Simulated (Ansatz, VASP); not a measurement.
# NbSi: VASP beside Ansatz

INCAR

```
SYSTEM = NbSi
ALGO = Normal ; EDIFF = 1E-7
EDIFFG = -0.01 ; ENCUT = 600
GGA = PS ; IBRION = 2
ISIF = 3 ; ISMEAR = -1
LASPH = .TRUE. ; LCHARG = .FALSE.
LREAL = .FALSE. ; LWAVE = .FALSE.
NELM = 60 ; NSW = 60
PREC = Accurate ; SIGMA = 0.05
```

KPOINTS

```
k-points
0
G
  9 9 9
  0 0 0
```

Contents of POSCAR:

```
NbSi
1.0
    0.0000000000      2.5738300000      2.5738300000
    2.5738300000      0.0000000000      2.5738300000
    2.5738300000      2.5738300000      0.0000000000
Nb Si
1 1
Direct
    0.0000000000      0.0000000000      0.0000000000
    0.5000000000      0.5000000000      0.5000000000
```

Contents of input.yaml:

```yaml
crystal:
  lattice:
    - [0.0, 2.57383, 2.57383]
    - [2.57383, 0.0, 2.57383]
    - [2.57383, 2.57383, 0.0]
  atoms:
    - { symbol: Nb, position: [0.0, 0.0, 0.0] }
    - { symbol: Si, position: [0.5, 0.5, 0.5] }
hamiltonian:
  xc: pbesol
  pseudopotentials: { kind: paw }
kpoints:
  mp_grid: { grid: [9, 9, 9] }
scf:
  occupations: { method: fermi_dirac, width: 0.05 }
output:
  forces: true
  stress: true
  eigenvalues: true
relax:
  f_tol: 0.01
  max_steps: 40
  cell: { stress_tol: 0.05 }
```

Alike in both runs: task relaxation of cell and atoms; functional PBEsol; k mesh 9 × 9 × 9; occupations fermi-dirac, width 0.05 eV; no spin polarisation.

```csv
,VASP,Ansatz
version,VASP 6.6.1,Ansatz 0.2.0
potentials or method,"VASP PAW PBE potentials, release 64 (Nb_sv, Si)",Ansatz PAW
plane-wave cutoff (eV),600,420
valence electrons in the cell,17,17
```

```csv
,VASP,Ansatz,Ansatz less VASP
"gap on the k mesh at the Fermi level, each at its own relaxed structure (eV)",none,none,-
relaxed volume (Å³/atom),16.57,16.57,0.000
relaxed cell length with the largest relative difference (Å),3.605,3.605,0.0000
```

VASP's potentials were made for PBE, not for PBEsol. A gap of «none» marks a metal or a gap that the smearing closes.

Noted on Ansatz's run: the plane-wave basis is chosen anew once the cell has moved, so the energies of steps on either side of that aren't comparable.
